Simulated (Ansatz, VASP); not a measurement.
**One calculation of Cu7NiO4, two programs**

File INCAR:

```
SYSTEM = Cu7NiO4
  PREC = Accurate
  ENCUT = 600
  EDIFF = 1E-6
  ISMEAR = 0
  SIGMA = 0.05
  LREAL = .False.
  LASPH = .True.
  NELM = 200
  ALGO = Normal
  ISIF = 2
  LWAVE = .False.
  LCHARG = .True.
  ISPIN = 2
  MAGMOM = 1 0 0 0 0 0 0 0 0 0 0 0
  LORBIT = 11
  LMAXMIX = 4
  LDAU = .True.
  LDAUTYPE = 2
  LDAUL = 2 -1 -1
  LDAUU = 5 0 0
  LDAUJ = 0 0 0
  LDAUPRINT = 1
  GGA = PS
  LELF = .True.
  LVHAR = .True.
  NBANDS = 72
  GGA_COMPAT = .False.
```

The input KPOINTS:

```
regular mesh
0
Gamma
  4 4 4
  0 0 0
```

POSCAR

```
Cu7NiO4
1.0
    0.0000000000      4.2696000000      4.2696000000
    4.2696000000      0.0000000000      4.2696000000
    4.2696000000      4.2696000000      0.0000000000
Ni Cu O
1 7 4
Direct
    0.1250000000      0.1250000000      0.1250000000
    0.6250000000      0.6250000000      0.6250000000
    0.1250000000      0.1250000000      0.6250000000
    0.6250000000      0.6250000000      0.1250000000
    0.6250000000      0.1250000000      0.1250000000
    0.1250000000      0.6250000000      0.6250000000
    0.1250000000      0.6250000000      0.1250000000
    0.6250000000      0.1250000000      0.6250000000
    0.9964415670      0.9964415670      0.9964415670
    0.4998075115      0.4998075115      0.4998075115
    0.2535584330      0.2535584330      0.2535584330
    0.7501924885      0.7501924885      0.7501924885
```

Input for Ansatz:

```yaml
crystal:
  lattice:
    - [0.0, 4.2696, 4.2696]
    - [4.2696, 0.0, 4.2696]
    - [4.2696, 4.2696, 0.0]
  atoms:
    - { symbol: Ni, position: [0.125, 0.125, 0.125], spin: 1.0 }
    - { symbol: Cu, position: [0.625, 0.625, 0.625] }
    - { symbol: Cu, position: [0.125, 0.125, 0.625] }
    - { symbol: Cu, position: [0.625, 0.625, 0.125] }
    - { symbol: Cu, position: [0.625, 0.125, 0.125] }
    - { symbol: Cu, position: [0.125, 0.625, 0.625] }
    - { symbol: Cu, position: [0.125, 0.625, 0.125] }
    - { symbol: Cu, position: [0.625, 0.125, 0.625] }
    - { symbol: O, position: [0.996441567, 0.996441567, 0.996441567] }
    - { symbol: O, position: [0.4998075115, 0.4998075115, 0.4998075115] }
    - { symbol: O, position: [0.253558433, 0.253558433, 0.253558433] }
    - { symbol: O, position: [0.7501924885, 0.7501924885, 0.7501924885] }
basis:
  ecutwfc: 420
  ecutrho_ratio: 4
kpoints:
  mp_grid: { grid: [4, 4, 4] }
hamiltonian:
  xc: pbesol
  hubbard: { sites: [{ site: 0, l: d, u_eff: 5.0 }] }
scf:
  occupations: { method: gaussian, width: 0.05 }
output:
  forces: true
  stress: true
  eigenvalues: true
  populations: true
  hubbard: { sites: [{ site: 0, l: d }] }
  write_density: true
  write_potential: true
  elf: true
  volumetric_format: npy
magnetization:
  spin_polarized: true
```

Alike in both runs: task single point; functional PBEsol; k mesh 4 × 4 × 4; occupations gaussian, width 0.05 eV; collinear spin; Hubbard terms Ni d U = 5.0 eV.

```csv
,VASP,Ansatz
version,VASP 6.6.1,Ansatz 0.2.0
potentials or method,"VASP PAW PBE potentials, release 64 (Ni, Cu, O), cutoff 600 eV","scalar-relativistic, plane waves, PAW"
valence electrons in the cell,111,175
```

```csv
,VASP,Ansatz,Ansatz less VASP
gap on the k mesh at the Fermi level (eV),0.40,0.40,+0.002
least direct gap on the mesh (eV),0.40,0.40,+0.002
pressure (GPa),-3.8,-4.0,-0.22
"traceless stress, the component that is largest in VASP (GPa)",0.01,0.43,+0.428
rms of the force components (eV/Å),0.075,0.004,-0.0718
net moment per atom (μB),0.08,0.08,0.000
size of the moment on the site where the two differ most (μB),0.84,0.73,-0.114
```

VASP's potentials were made for PBE, not for PBEsol. Site moments also hang on the region over which each program counts them. The programs project onto different local orbitals, so the same U acts differently, and such runs can settle in different states. Atom by atom the forces differ by 0.078 eV/Å (rms over components). VASP's potentials hold 111 valence electrons a cell and Ansatz's 175, so a difference there can come from the potentials and not from the codes.
